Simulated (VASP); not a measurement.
# SiW12 in VASP: single point with PBE

Aim: the single point of SiW12 with PBE.

Program: VASP 6.6.1. These are calculated values, not measurements. Logs are shortened: lines on timing, memory, paths and dates and some standing lists are left out, and cuts for length are marked.

## (1) The cell of the first run

The cell holds a slab with vacuum, 13 atoms: a = 5.514 Å, b = 5.514 Å, c = 19.856 Å, α = 90.00°, β = 90.00°, γ = 109.47°.

## (2) Single point, PBE

Contents of INCAR:

```
SYSTEM = SiW12
ALGO     = Normal         ! electronic algorithm
DIPOL    = 0.5 0.5 0.328
EDIFF    = 1E-6           ! SCF threshold, eV
ENCUT    = 520            ! plane-wave cutoff, eV
GGA      = PE             ! functional
IDIPOL   = 3            
ISIF     = 2              ! what is computed and relaxed
ISMEAR   = 0              ! smearing method
LASPH    = .True.         ! aspherical terms in the spheres
LCHARG   = .True.         ! write CHGCAR
LDIPOL   = .True.       
LELF     = .True.         ! ELF
LREAL    = .False.        ! projectors in reciprocal space
LVACPOTAV= .True.       
LVHAR    = .True.       
LWAVE    = .False.        ! write WAVECAR
NBANDS   = 98             ! bands
NELM     = 60             ! most SCF steps
PREC     = Accurate       ! precision mode
SIGMA    = 0.1            ! smearing width, eV
```

Contents of KPOINTS:

```
k-points
0
Gamma
  5 5 1
  0 0 0
```

Contents of POSCAR:

```
SiW12
1.0
    5.5143287196      0.0000000000      0.0000000000
   -1.8381095732      5.1989589751      0.0000000000
    0.0000000000      0.0000000000     19.8562160745
W Si
12 1
Direct
    0.2500000000      0.2500000000      0.2014482510
    0.2500000000      0.7500000000      0.2014482510
    0.7500000000      0.2500000000      0.2014482510
    0.7500000000      0.7500000000      0.2014482510
    0.0000000000      0.0000000000      0.3111437104
    0.0000000000      0.5000000000      0.3111437104
    0.5000000000      0.0000000000      0.3111437104
    0.5000000000      0.5000000000      0.3111437104
    0.2500000000      0.2500000000      0.4208362783
    0.2500000000      0.7500000000      0.4208362783
    0.7500000000      0.2500000000      0.4208362783
    0.7500000000      0.7500000000      0.4208362783
    0.4166666667      0.4166666667      0.5238380747
```

Potentials or basis: VASP PAW PBE potentials, release 64 (W_sv, Si).

Command:

```console
$ cat potpaw_PBE.64/W_sv/POTCAR potpaw_PBE.64/Si/POTCAR > POTCAR
$ mpirun -np 1 vasp_std > vasp.out
```

OUTCAR:

```text
SYSTEM = SiW12
   EDIFF = 1E-6
   ENCUT = 520
   GGA = PE
   ISIF = 2
   ISMEAR = 0
   LASPH = .True.
   LREAL = .False.
   NELM = 60
   PREC = Accurate

 ion  position               nearest neighbor table
   1  0.250  0.250  0.201-   5 2.70   8 2.70   3 2.76   3 2.76   2 2.76   2 2.76   7 3.13   6 3.13
                             4 3.18   4 3.18
   2  0.250  0.750  0.201-   6 2.70   7 2.70   4 2.76   4 2.76   1 2.76   1 2.76   5 3.13   8 3.13
                             3 3.18   3 3.18
   3  0.750  0.250  0.201-   6 2.70   7 2.70   1 2.76   1 2.76   4 2.76   4 2.76   5 3.13   8 3.13
                             2 3.18   2 3.18
   4  0.750  0.750  0.201-   5 2.70   8 2.70   2 2.76   2 2.76   3 2.76   3 2.76   7 3.13   6 3.13
                             1 3.18   1 3.18
   5  0.000  0.000  0.311-   9 2.70  12 2.70   1 2.70   4 2.70   7 2.76   7 2.76   6 2.76   6 2.76
                            11 3.13  10 3.13   3 3.13   2 3.13   8 3.18   8 3.18
   6  0.000  0.500  0.311-  10 2.70  11 2.70   2 2.70   3 2.70   8 2.76   8 2.76   5 2.76   5 2.76
                             9 3.13  12 3.13   1 3.13   4 3.13   7 3.18   7 3.18
   7  0.500  0.000  0.311-  10 2.70  11 2.70   2 2.70   3 2.70   5 2.76   5 2.76   8 2.76   8 2.76
                             9 3.13  12 3.13   1 3.13   4 3.13   6 3.18   6 3.18
   8  0.500  0.500  0.311-   9 2.70  12 2.70   1 2.70   4 2.70   6 2.76   6 2.76   7 2.76   7 2.76
                            11 3.13  10 3.13   3 3.13   2 3.13   5 3.18   5 3.18
   9  0.250  0.250  0.421-  13 2.30   8 2.70   5 2.70  11 2.76  11 2.76  10 2.76  10 2.76   6 3.13
                             7 3.13  12 3.18  12 3.18
  10  0.250  0.750  0.421-   6 2.70   7 2.70  12 2.76  12 2.76   9 2.76   9 2.76  13 3.09   8 3.13
                             5 3.13  11 3.18  11 3.18
  11  0.750  0.250  0.421-   6 2.70   7 2.70   9 2.76   9 2.76  12 2.76  12 2.76  13 3.09   8 3.13
                             5 3.13  10 3.18  10 3.18
  12  0.750  0.750  0.421-   5 2.70   8 2.70  10 2.76  10 2.76  11 2.76  11 2.76  13 2.95   6 3.13
                             7 3.13   9 3.18   9 3.18
  13  0.417  0.417  0.524-   9 2.30  12 2.95  11 3.09  10 3.09

  LATTYP: Found a base centered orthorhombic cell.
 ALAT       =     6.3673983413
 B/A-ratio  =     1.4142135624
 C/A-ratio  =     3.1184190167

  Lattice vectors:

 A1 = (   5.5143287196,   0.0000000000,   0.0000000000)
 A2 = (  -1.8381095732,   5.1989589751,   0.0000000000)
 A3 = (   0.0000000000,   0.0000000000,  19.8562160745)

Analysis of symmetry for initial positions (statically):
=====================================================================
 Subroutine PRICEL returns:
 Original cell was already a primitive cell.

 Routine SETGRP: Setting up the symmetry group for a
 base centered orthorhombic supercell.

 Subroutine GETGRP returns: Found  2 space group operations
 (whereof  2 operations were pure point group operations)
 out of a pool of  8 trial point group operations.

The static configuration has the point symmetry C_1h.

Analysis of symmetry for dynamics (positions and initial velocities):
=====================================================================
 Subroutine PRICEL returns:
 Original cell was already a primitive cell.

 Routine SETGRP: Setting up the symmetry group for a
 base centered orthorhombic supercell.

 Subroutine GETGRP returns: Found  2 space group operations
 (whereof  2 operations were pure point group operations)
 out of a pool of  8 trial point group operations.

The dynamic configuration has the point symmetry C_1h.

 Subroutine INISYM returns: Found  2 space group operations
 (whereof  2 operations are pure point group operations),
 and found     1 'primitive' translations

----------------------------------------------------------------------------------------

                                     Primitive cell

  volume of cell :     569.2533

  direct lattice vectors                    reciprocal lattice vectors
     5.514328720  0.000000000  0.000000000     0.181345736  0.064115400  0.000000000
    -1.838109573  5.198958975  0.000000000     0.000000000  0.192346199  0.000000000
     0.000000000  0.000000000 19.856216075     0.000000000  0.000000000  0.050362063

  length of vectors
     5.514328720  5.514328720 19.856216075     0.192346199  0.192346199  0.050362063

  position of ions in fractional coordinates (direct lattice)
     0.250000000  0.250000000  0.201448251
     0.250000000  0.750000000  0.201448251
     0.750000000  0.250000000  0.201448251
     0.750000000  0.750000000  0.201448251
     0.000000000  0.000000000  0.311143710
     0.000000000  0.500000000  0.311143710
     0.500000000  0.000000000  0.311143710
     0.500000000  0.500000000  0.311143710
     0.250000000  0.250000000  0.420836278
     0.250000000  0.750000000  0.420836278
[... 51 lines left out ...]
  0.200000  0.200000  0.000000      2.000000
  0.400000  0.200000  0.000000      4.000000
 -0.400000  0.200000  0.000000      4.000000
 -0.200000  0.200000  0.000000      2.000000
  0.400000  0.400000  0.000000      2.000000
 -0.400000  0.400000  0.000000      2.000000
   k-points           NKPTS =      9   k-points in BZ     NKDIM =      9   number of bands    NBANDS=     98
   number of dos      NEDOS =    301   number of ions     NIONS =     13
   total plane-waves  NPLWV = 264600
   dimension x,y,z NGX =    42 NGY =   42 NGZ =  150
   dimension x,y,z NGXF=    84 NGYF=   84 NGZF=  300
   ions per type =              12   1
   NGX,Y,Z   is equivalent  to a cutoff of  12.66, 12.66, 12.56 a.u.
   NGXF,Y,Z  is equivalent  to a cutoff of  25.32, 25.32, 25.12 a.u.
 SYSTEM =  SiW12
   PREC   = accura    normal or accurate (medium, high low for compatibility)
   ISTART =      0    job   : 0-new  1-cont  2-samecut
   ICHARG =      2    charge: 1-file 2-atom 10-const
   ISPIN  =      1    spin polarized calculation?
   LNONCOLLINEAR =      F non collinear calculations
   LSORBIT =      F    spin-orbit coupling
   LASPH  =      T    aspherical Exc in radial PAW
   ENCUT  =  520.0 eV  38.22 Ry    6.18 a.u.  10.25 10.25 36.92*2*pi/ulx,y,z
   NELM   =     60;   NELMIN=  2; NELMDL= -5     # of ELM steps
   EDIFF  = 0.1E-05   stopping-criterion for ELM
   LREAL  =      F    real-space projection
   EDIFFG = 0.1E-04   stopping-criterion for IOM
   NSW    =      0    number of steps for IOM
   IBRION =     -1    ionic relax: 0-MD 1-quasi-New 2-CG
   NFREE  =      0    steps in history (QN), initial steepest desc. (CG)
   ISIF   =      2    stress and relaxation
   ISYM   =      2    0-nonsym 1-usesym 2-fastsym
   POTIM  = 0.5000    time-step for ionic-motion
   TEBEG  =    0.0;   TEEND  =   0.0 temperature during run
   PSTRESS=    0.0 pullay stress
   NELECT =     172.0000    total number of electrons
   NUPDOWN=      -1.0000    fix difference up-down
   EMIN   =  10.00;   EMAX   =-10.00  energy-range for DOS
   EFERMI =   0.00;   METHOD = LEGACY
   ISMEAR =     0;   SIGMA  =   0.10  broadening in eV -4-tet -1-fermi 0-gaus
   EFERMI_NEDOS =   21; number of points for ismear=-14 and -15
   IALGO  =     38    algorithm
   IMIX   =      4    mixing-type and parameters
     AMIX     =   0.40;   BMIX     =  1.00
     AMIX_MAG =   1.60;   BMIX_MAG =  1.00
  volume/ion in A,a.u.               =      43.79       295.50
  Fermi-wavevector in a.u.,A,eV,Ry     =   1.098540  2.075939 16.419371  1.206790
  Thomas-Fermi vector in A             =   2.234919
   LORBIT       =      0    0 simple, 1 ext, 2 COOP (PROOUT), +10 PAW based schemes
   GGA     = PE    functional components
   LHFCALC =     F    Hartree Fock is set to
   AEXX    =    0.0000 exact exchange contribution
   IVDW    =     0    specifies the selected vdW correction
   LEPSILON=     F    determine dielectric tensor
   LRPA    =     F    only Hartree local field effects (RPA)
 non-spin polarized calculation
 Gauss-broadening in eV      SIGMA  =   0.10
  energy-cutoff  :      520.00
  volume of cell :      569.25
 maximum number of plane-waves:     15340
 NGX is ok and might be reduce to    42
   NGX = 21   NGY = 21   NGZ = 73

 dipolmoment           0.000000      0.000000     -0.002381 electrons x Angstroem

 number of electron     172.0000030 magnetization

 dipolmoment           0.000000      0.000000      0.022014 electrons x Angstroem

 Free energy of the ion-electron system (eV)
  ---------------------------------------------------
  ext. energy  EPLUGINS =         0.00000000
  ---------------------------------------------------
  free energy    TOTEN  =      -149.22951377 eV

  energy without entropy =     -149.17659041  energy(sigma->0) =     -149.20305209

 E-fermi :   0.9279     XC(G=0):  -5.9980

 val. band max:        0.9090423930   @ k =  -0.2000   0.2000   0.0000
 cond. band min:       0.9628671426   @ k =  -0.4000   0.2000   0.0000
 fundamental gap:      0.0538247495
 Fermi energy:         0.9279366991

 k-point     1 :       0.0000    0.0000    0.0000
  band No.  band energies     occupation
      1     -73.1703      2.00000
      2     -73.0976      2.00000
      3     -73.0736      2.00000
      4     -73.0561      2.00000
      5     -73.0296      2.00000
      6     -73.0107      2.00000
[... 898 lines left out ...]
     97       2.1946      0.00000
     98       2.2956      0.00000

------------------------ aborting loop because EDIFF is reached ----------------------------------------

  FORCE on cell =-STRESS in cart. coord.  units (eV):
  Direction    XX          YY          ZZ          XY          YZ          ZX
  --------------------------------------------------------------------------------------
  -------------------------------------------------------------------------------------
  Total      -10.5695084    -12.8210778      2.9769724     -3.1842000      2.6688008      1.8871275
  in kB      -29.7481415    -36.0852390      8.3787621     -8.9620093      7.5114056      5.3113667
  external PRESSURE =     -19.1515395 kB  Pullay stress =       0.0000000 kB

 VOLUME and BASIS-vectors are now :
 -----------------------------------------------------------------------------
  energy-cutoff  :      520.00
  volume of cell :      569.25
      direct lattice vectors                 reciprocal lattice vectors
     5.514328720  0.000000000  0.000000000     0.181345736  0.064115400  0.000000000
    -1.838109573  5.198958975  0.000000000     0.000000000  0.192346199  0.000000000
     0.000000000  0.000000000 19.856216075     0.000000000  0.000000000  0.050362063

 POSITION                                       TOTAL-FORCE (eV/Angst)
 -----------------------------------------------------------------------------------
      0.91905      1.29974      4.00000        -0.035360     -0.050007      0.060233
      0.00000      3.89922      4.00000        -0.008090      0.057588     -0.137152
      3.67622      1.29974      4.00000         0.056991      0.011569     -0.137152
      2.75716      3.89922      4.00000         0.011112      0.015714      0.036271
      0.00000      0.00000      6.17814        -0.044726     -0.063252     -0.399610
     -0.91905      2.59948      6.17814        -0.169568      0.033159     -0.101398
      2.75716      0.00000      6.17814         0.087785     -0.148817     -0.101398
      1.83811      2.59948      6.17814         0.191054      0.270191     -0.470031
      0.91905      1.29974      8.35622        -1.031422     -1.458651     -0.906024
      0.00000      3.89922      8.35622         0.161059     -0.325748      0.662507
      3.67622      1.29974      8.35622        -0.360804      0.043265      0.662507
      2.75716      3.89922      8.35622         0.097992      0.138582      0.823110
      1.53176      2.16623     10.40144         1.043976      1.476406      0.008139
 -----------------------------------------------------------------------------------
    total drift:                                0.000036      0.000051      0.000812

  FREE ENERGIE OF THE ION-ELECTRON SYSTEM (eV)
  ---------------------------------------------------
  free  energy   TOTEN  =      -149.2295137682 eV

  energy  without entropy=     -149.1765904051  energy(sigma->0) =     -149.20305209

 vacuum level on the upper side and lower side of the slab         5.958         5.820
```

It took 47 min on 1 thread of Intel Xeon 8259CL, shared host; peak memory 0.79 GiB.

What came out:

```yaml
Free_energy: -149.2295 eV
Largest_force: 2.003 eV/Å
Band_gap_on_the_k_mesh: zero (bands 86 and 87 overlap by 1.31 eV)
```

Forces on the atoms (eV/Å):
```
W   -0.035 -0.050  0.060
W   -0.008  0.058 -0.137
W    0.057  0.012 -0.137
W    0.011  0.016  0.036
W   -0.045 -0.063 -0.400
W   -0.170  0.033 -0.101
W    0.088 -0.149 -0.101
W    0.191  0.270 -0.470
W   -1.031 -1.459 -0.906
W    0.161 -0.326  0.663
W   -0.361  0.043  0.663
W    0.098  0.139  0.823
Si   1.044  1.476  0.008
```

Caveat: spin-orbit coupling is left out, which moves the levels of the heavy elements.

The gap in the log of VASP goes by the Fermi energy; the results here count the filled bands.